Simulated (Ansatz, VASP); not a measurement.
## MgO: VASP beside Ansatz

File INCAR:

```
  PREC = Accurate
  ENCUT = 520
  EDIFF = 1E-6
  ISMEAR = 0
  SIGMA = 0.05
  LREAL = F
  LASPH = T
  NELM = 80
  ALGO = Normal
  ISIF = 2
  LWAVE = F
  LCHARG = T
  GGA = PE
  LELF = T
  LVHAR = T
  NBANDS = 26
```

The input KPOINTS:

```
Automatic mesh
0
Gamma
  6 6 6
```

Contents of POSCAR:

```
MgO
1.0
    1.4688622380      2.5441440255      2.6797873418
   -1.4688622380     -2.5441440255      2.6797873418
    4.4065867139     -2.5441440255      0.0000000000
Mg O
4 4
Direct
    0.5000000000      0.5000000000      0.0000000000
    0.2500000000      0.7500000000      0.5000000000
    0.7500000000      0.2500000000      0.5000000000
    0.0000000000      0.0000000000      0.0000000000
    0.7500000000      0.7500000000      0.3333333333
    0.5000000000      1.0000000000      0.8333333333
    0.0000000000      0.5000000000      0.8333333333
    0.2500000000      0.2500000000      0.3333333333
```

Input for Ansatz:

```yaml
crystal:
  lattice:
    - [1.468862238, 2.5441440255, 2.6797873418]
    - [-1.468862238, -2.5441440255, 2.6797873418]
    - [4.4065867139, -2.5441440255, 0.0]
  atoms:
    - { symbol: Mg, position: [0.5, 0.5, 0.0] }
    - { symbol: Mg, position: [0.25, 0.75, 0.5] }
    - { symbol: Mg, position: [0.75, 0.25, 0.5] }
    - { symbol: Mg, position: [0.0, 0.0, 0.0] }
    - { symbol: O, position: [0.75, 0.75, 0.3333333333] }
    - { symbol: O, position: [0.5, 1.0, 0.8333333333] }
    - { symbol: O, position: [0.0, 0.5, 0.8333333333] }
    - { symbol: O, position: [0.25, 0.25, 0.3333333333] }
basis:
  ecutwfc: 420
kpoints:
  mp_grid: { grid: [6, 6, 6] }
hamiltonian:
  xc: pbe
scf:
  occupations: { method: gaussian, width: 0.05 }
output:
  forces: true
  stress: true
  eigenvalues: true
  write_density: true
  write_potential: true
  elf: true
  volumetric_format: npy
```

Alike in both runs: task single point; functional PBE; k mesh 6 × 6 × 6; occupations gaussian, width 0.05 eV; no spin polarisation.

```csv
,VASP,Ansatz
version,VASP 6.6.1,Ansatz 0.2.0
potentials or method,"VASP PAW PBE potentials, release 64 (Mg, O), cutoff 520 eV","scalar-relativistic, plane waves, PAW"
valence electrons in the cell,32,64
```

```csv
,VASP,Ansatz,Ansatz less VASP
gap on the k mesh at the Fermi level (eV),3.00,3.02,+0.021
least direct gap on the mesh (eV),3.05,3.07,+0.021
pressure (GPa),-0.7,0.0,+0.67
"traceless stress, the component that is largest in VASP (GPa)",-0.09,-0.01,+0.084
```

The functional is the same, so the differences come from potentials, cutoffs and numerics. VASP's potentials hold 32 valence electrons a cell and Ansatz's 64, so a difference there can come from the potentials and not from the codes.
